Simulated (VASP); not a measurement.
# Al3Cu2 (P-3m1) in VASP: a series of runs

Aim: see how the results for Al3Cu2 move with the level of theory and the settings. Levels: PBEsol, r2SCAN+rVV10. Tasks: single point.

Everything below comes from runs of VASP 6.6.1. Logs are shortened: lines on timing, memory, paths and dates and some standing lists are left out, and cuts for length are marked.

## (1) The cell of the first run

The structure is trigonal, space group P-3m1 (No. 164). The conventional cell has a = 4.099 Å, b = 4.099 Å, c = 4.982 Å, α = 90.00°, β = 90.00°, γ = 120.00°. Al (site symmetry -3m) has 6 Cu at 2.49 Å and 6 Al at 2.94 Å within 3.3 Å. Within 3.2 Å of Al (site symmetry 3m) lie 5 Cu at 2.45 to 2.56 Å and 6 Al at 2.79 to 2.94 Å. Cu (site symmetry 3m) has 8 Al at 2.45 to 2.56 Å and 3 Cu at 2.84 Å within 3.2 Å.

## (2) Single point, PBEsol

File INCAR:

```
PREC = Accurate
ENCUT = 520
EDIFF = 1E-7
ISMEAR = 0
SIGMA = 0.1
LREAL = False
LASPH = True
NELM = 100
ALGO = Fast
ISIF = 2
LWAVE = False
LCHARG = True
GGA = PS
LELF = True
LVHAR = True
NBANDS = 24
```

File KPOINTS:

```
Automatic mesh
0
Gamma
  12 12 8
```

File POSCAR:

```
Al3Cu2
1.0
    4.0985856045      0.0000000000      0.0000000000
   -2.0492928022      3.5494792531      0.0000000000
    0.0000000000      0.0000000000      4.9821008448
Al Cu
3 2
Direct
    0.0000000000      0.0000000000      0.0000000000
    0.3333333333      0.6666666667      0.3515059920
    0.6666666667      0.3333333333      0.6484940080
    0.3333333333      0.6666666667      0.8422900006
    0.6666666667      0.3333333333      0.1577099994
```

Potentials or basis: VASP PAW PBE potentials, release 64 (Al, Cu).

On the command line:

```console
> cat potpaw_PBE.64/Al/POTCAR potpaw_PBE.64/Cu/POTCAR > POTCAR
> mpirun -np 1 vasp_std > vasp.out
```

OUTCAR:

```text
PREC = Accurate
   ENCUT = 520
   EDIFF = 1E-7
   ISMEAR = 0
   LREAL = False
   LASPH = True
   NELM = 100
   ISIF = 2
   GGA = PS

 ion  position               nearest neighbor table
   1  0.000  0.000  0.000-   4 2.49   5 2.49   4 2.49   5 2.49   5 2.49   4 2.49   2 2.94   3 2.94
                             2 2.94   3 2.94   2 2.94   3 2.94
   2  0.333  0.667  0.352-   4 2.45   4 2.54   5 2.56   5 2.56   5 2.56   3 2.79   3 2.79   3 2.79
                             1 2.94   1 2.94   1 2.94
   3  0.667  0.333  0.648-   5 2.45   5 2.54   4 2.56   4 2.56   4 2.56   2 2.79   2 2.79   2 2.79
                             1 2.94   1 2.94   1 2.94
   4  0.333  0.667  0.842-   2 2.45   1 2.49   1 2.49   1 2.49   2 2.54   3 2.56   3 2.56   3 2.56

   5  0.667  0.333  0.158-   3 2.45   1 2.49   1 2.49   1 2.49   3 2.54   2 2.56   2 2.56   2 2.56

  LATTYP: Found a hexagonal cell.
 ALAT       =     4.0985856045
 C/A-ratio  =     1.2155658868

  Lattice vectors:

 A1 = (   4.0985856045,   0.0000000000,   0.0000000000)
 A2 = (  -2.0492928022,   3.5494792531,   0.0000000000)
 A3 = (   0.0000000000,   0.0000000000,   4.9821008448)

Analysis of symmetry for initial positions (statically):
=====================================================================
 Subroutine PRICEL returns:
 Original cell was already a primitive cell.

 Routine SETGRP: Setting up the symmetry group for a
 hexagonal supercell.

 Subroutine GETGRP returns: Found 12 space group operations
 (whereof 12 operations were pure point group operations)
 out of a pool of 24 trial point group operations.

The static configuration has the point symmetry D_3d.

Analysis of symmetry for dynamics (positions and initial velocities):
=====================================================================
 Subroutine PRICEL returns:
 Original cell was already a primitive cell.

 Routine SETGRP: Setting up the symmetry group for a
 hexagonal supercell.

 Subroutine GETGRP returns: Found 12 space group operations
 (whereof 12 operations were pure point group operations)
 out of a pool of 24 trial point group operations.

The dynamic configuration has the point symmetry D_3d.

 Subroutine INISYM returns: Found 12 space group operations
 (whereof 12 operations are pure point group operations),
 and found     1 'primitive' translations

----------------------------------------------------------------------------------------

                                     Primitive cell

  volume of cell :      72.4788

  direct lattice vectors                    reciprocal lattice vectors
     4.098585605  0.000000000  0.000000000     0.243986608  0.140865734  0.000000000
    -2.049292802  3.549479253  0.000000000     0.000000000  0.281731468  0.000000000
     0.000000000  0.000000000  4.982100845     0.000000000  0.000000000  0.200718538

  length of vectors
     4.098585605  4.098585604  4.982100845     0.281731468  0.281731468  0.200718538

  position of ions in fractional coordinates (direct lattice)
     0.000000000  0.000000000  0.000000000
     0.333333333  0.666666667  0.351505992
     0.666666667  0.333333333  0.648494008
     0.333333333  0.666666667  0.842290001
     0.666666667  0.333333333  0.157709999

  ion indices of the primitive-cell ions
   primitive index   ion index
                 1           1
                 2           2
                 3           3
                 4           4
                 5           5

----------------------------------------------------------------------------------------

 KPOINTS: Automatic mesh

Automatic generation of k-mesh.
 Grid dimensions read from file:
 generate k-points for:   12   12    8

 Generating k-lattice:

  Cartesian coordinates                     Fractional coordinates (reciprocal lattice)
     0.020332217  0.011738811  0.000000000     0.083333333  0.000000000  0.000000000
     0.000000000  0.023477622  0.000000000     0.000000000  0.083333333  0.000000000
     0.000000000  0.000000000  0.025089817     0.000000000  0.000000000  0.125000000

  Length of vectors
     0.023477622  0.023477622  0.025089817

  Shift w.r.t. Gamma in fractional coordinates (k-lattice)
     0.000000000  0.000000000  0.000000000

 Subroutine IBZKPT returns following result:
 ===========================================

 Found    131 irreducible k-points:

 Following reciprocal coordinates:
            Coordinates               Weight
  0.000000  0.000000  0.000000      1.000000
  0.083333  0.000000  0.000000      6.000000
  0.166667  0.000000  0.000000      6.000000
  0.250000  0.000000  0.000000      6.000000
  0.333333 -0.000000  0.000000      6.000000
  0.416667  0.000000  0.000000      6.000000
[... 16 lines left out ...]
  0.166667  0.000000  0.125000      6.000000
  0.000000  0.166667  0.125000      6.000000
 [... further k-points ...]
   k-points           NKPTS =    131   k-points in BZ     NKDIM =    131   number of bands    NBANDS=     24
   number of dos      NEDOS =    301   number of ions     NIONS =      5
   total plane-waves  NPLWV =  36000
   dimension x,y,z NGX =    30 NGY =   30 NGZ =   40
   dimension x,y,z NGXF=    60 NGYF=   60 NGZF=   80
   ions per type =               3   2
   NGX,Y,Z   is equivalent  to a cutoff of  12.17, 12.17, 13.35 a.u.
   NGXF,Y,Z  is equivalent  to a cutoff of  24.34, 24.34, 26.69 a.u.
 SYSTEM =  unknown system
   PREC   = accura    normal or accurate (medium, high low for compatibility)
   ISTART =      0    job   : 0-new  1-cont  2-samecut
   ICHARG =      2    charge: 1-file 2-atom 10-const
   ISPIN  =      1    spin polarized calculation?
   LNONCOLLINEAR =      F non collinear calculations
   LSORBIT =      F    spin-orbit coupling
   LASPH  =      T    aspherical Exc in radial PAW
   ENCUT  =  520.0 eV  38.22 Ry    6.18 a.u.   7.62  7.62  9.26*2*pi/ulx,y,z
   NELM   =    100;   NELMIN=  2; NELMDL= -5     # of ELM steps
   EDIFF  = 0.1E-06   stopping-criterion for ELM
   LREAL  =      F    real-space projection
   EDIFFG = 0.1E-05   stopping-criterion for IOM
   NSW    =      0    number of steps for IOM
   IBRION =     -1    ionic relax: 0-MD 1-quasi-New 2-CG
   NFREE  =      0    steps in history (QN), initial steepest desc. (CG)
   ISIF   =      2    stress and relaxation
   ISYM   =      2    0-nonsym 1-usesym 2-fastsym
   POTIM  = 0.5000    time-step for ionic-motion
   TEBEG  =    0.0;   TEEND  =   0.0 temperature during run
   PSTRESS=    0.0 pullay stress
   NELECT =      31.0000    total number of electrons
   NUPDOWN=      -1.0000    fix difference up-down
   EMIN   =  10.00;   EMAX   =-10.00  energy-range for DOS
   EFERMI =   0.00;   METHOD = LEGACY
   ISMEAR =     0;   SIGMA  =   0.10  broadening in eV -4-tet -1-fermi 0-gaus
   EFERMI_NEDOS =   21; number of points for ismear=-14 and -15
   IALGO  =     68    algorithm
   IMIX   =      4    mixing-type and parameters
     AMIX     =   0.40;   BMIX     =  1.00
     AMIX_MAG =   1.60;   BMIX_MAG =  1.00
  volume/ion in A,a.u.               =      14.50        97.82
  Fermi-wavevector in a.u.,A,eV,Ry     =   1.233460  2.330901 20.700218  1.521423
  Thomas-Fermi vector in A             =   2.368189
   LORBIT       =      0    0 simple, 1 ext, 2 COOP (PROOUT), +10 PAW based schemes
   GGA     = PS    functional components
   LHFCALC =     F    Hartree Fock is set to
   AEXX    =    0.0000 exact exchange contribution
   IVDW    =     0    specifies the selected vdW correction
   LEPSILON=     F    determine dielectric tensor
   LRPA    =     F    only Hartree local field effects (RPA)
 non-spin polarized calculation
 RMM-DIIS sequential band-by-band and
 Gauss-broadening in eV      SIGMA  =   0.10
  energy-cutoff  :      520.00
  volume of cell :       72.48
 maximum number of plane-waves:      1986
   NGX = 15   NGY = 15   NGZ = 19

 number of electron      30.9999980 magnetization

 Free energy of the ion-electron system (eV)
  ---------------------------------------------------
  ext. energy  EPLUGINS =         0.00000000
  ---------------------------------------------------
  free energy    TOTEN  =       -21.71915487 eV

  energy without entropy =      -21.71224147  energy(sigma->0) =      -21.71569817

 E-fermi :   8.3084     XC(G=0): -11.0673

 val. band max:        8.2813248111   @ k =   0.1667   0.1667   0.2500
 cond. band min:       8.3131045866   @ k =   0.3333   0.0833   0.0000
 fundamental gap:      0.0317797756
 Fermi energy:         8.3083556449

 k-point     1 :       0.0000    0.0000    0.0000
  band No.  band energies     occupation
      1      -2.9636      2.00000
      2       1.8759      2.00000
      3       2.3955      2.00000
      4       2.9364      2.00000
      5       2.9364      2.00000
      6       3.2928      2.00000
[... 16 lines left out ...]
     23      14.1121      0.00000
     24      14.1121      0.00000

 k-point     2 :       0.0833    0.0000    0.0000
  band No.  band energies     occupation
      1      -2.8812      2.00000
      2       1.9172      2.00000
      3       2.3888      2.00000
      4       2.9558      2.00000
      5       2.9619      2.00000
      6       3.2758      2.00000
[... 16 lines left out ...]
     23      13.8566      0.00000
     24      13.8645      0.00000

 k-point     3 :       0.1667    0.0000    0.0000
  band No.  band energies     occupation
      1      -2.6350      2.00000
      2       2.0245      2.00000
      3       2.3491      2.00000
      4       3.0009      2.00000
      5       3.0356      2.00000
      6       3.2301      2.00000
[... 16 lines left out ...]
     23      13.4789      0.00000
     24      13.8329      0.00000
[... 514 lines left out ...]
 k-point    23 :       0.1667    0.0000    0.1250
  band No.  band energies     occupation
      1      -2.5464      2.00000
      2       1.5322      2.00000
      3       2.5132      2.00000
      4       2.9313      2.00000
      5       3.0218      2.00000
      6       3.2745      2.00000
[... 16 lines left out ...]
     23      13.7986      0.00000
     24      14.4416      0.00000

 k-point    24 :       0.0000    0.1667    0.1250
  band No.  band energies     occupation
      1      -2.5461      2.00000
      2       1.5208      2.00000
      3       2.4929      2.00000
      4       2.9891      2.00000
      5       3.0208      2.00000
      6       3.2245      2.00000
[... 16 lines left out ...]
     23      13.8220      0.00000
     24      14.2240      0.00000

 [... further k-points ...]
[... 5 lines left out ...]
  --------------------------------------------------------------------------------------
  -------------------------------------------------------------------------------------
  Total        0.1694621      0.1694621      0.1681373      0.0000000      0.0000000      0.0000000
  in kB        3.7460361      3.7460361      3.7167503      0.0000000      0.0000000      0.0000000
  external PRESSURE =       3.7362742 kB  Pullay stress =       0.0000000 kB

 VOLUME and BASIS-vectors are now :
 -----------------------------------------------------------------------------
  energy-cutoff  :      520.00
  volume of cell :       72.48
      direct lattice vectors                 reciprocal lattice vectors
     4.098585605  0.000000000  0.000000000     0.243986608  0.140865734  0.000000000
    -2.049292802  3.549479253  0.000000000     0.000000000  0.281731468  0.000000000
     0.000000000  0.000000000  4.982100845     0.000000000  0.000000000  0.200718538

 POSITION                                       TOTAL-FORCE (eV/Angst)
 -----------------------------------------------------------------------------------
      0.00000      0.00000      0.00000        -0.000000      0.000000      0.000000
     -0.00000      2.36632      1.75124        -0.000000      0.000000      0.001895
      2.04929      1.18316      3.23086         0.000000     -0.000000     -0.001895
     -0.00000      2.36632      4.19637        -0.000000      0.000000     -0.000146
      2.04929      1.18316      0.78573        -0.000000      0.000000      0.000146
 -----------------------------------------------------------------------------------
    total drift:                               -0.000000      0.000000     -0.000000

  FREE ENERGIE OF THE ION-ELECTRON SYSTEM (eV)
  ---------------------------------------------------
  free  energy   TOTEN  =       -21.7191548746 eV

  energy  without entropy=      -21.7122414694  energy(sigma->0) =      -21.71569817
```

Wall time 4.7 min (1 thread of Intel Xeon 6975P-C, shared host); peak memory 0.33 GiB.

What came out:

```
Free energy : -21.7192 eV
Pressure    : 0.4 GPa
```

Levels at points of the mesh, in eV from the Fermi level:
```
           k point  band 11  band 12  band 13  band 14  band 15  band 16  band 17  band 18  band 19  band 20
(0.00, 0.00, 0.00)    -4.13    -3.67    -3.64    -0.20    -0.20     1.33     1.33     2.50     2.86     5.34
(0.50, 0.00, 0.00)    -4.27    -4.09    -3.06    -2.98    -2.58    -0.75    -0.08     0.37     3.05     3.78
(0.00, 0.00, 0.50)    -4.17    -4.17     1.19     1.19     1.32     1.32     1.81     2.41     2.41     2.48
(0.50, 0.00, 0.50)    -4.30    -4.20    -4.13    -3.52    -1.77    -0.17     0.73     0.94     5.13     5.35
```

Caveat: the PAW data sets were made with another functional, which shifts forces and pressure a little.

[end of part 1 of 2]
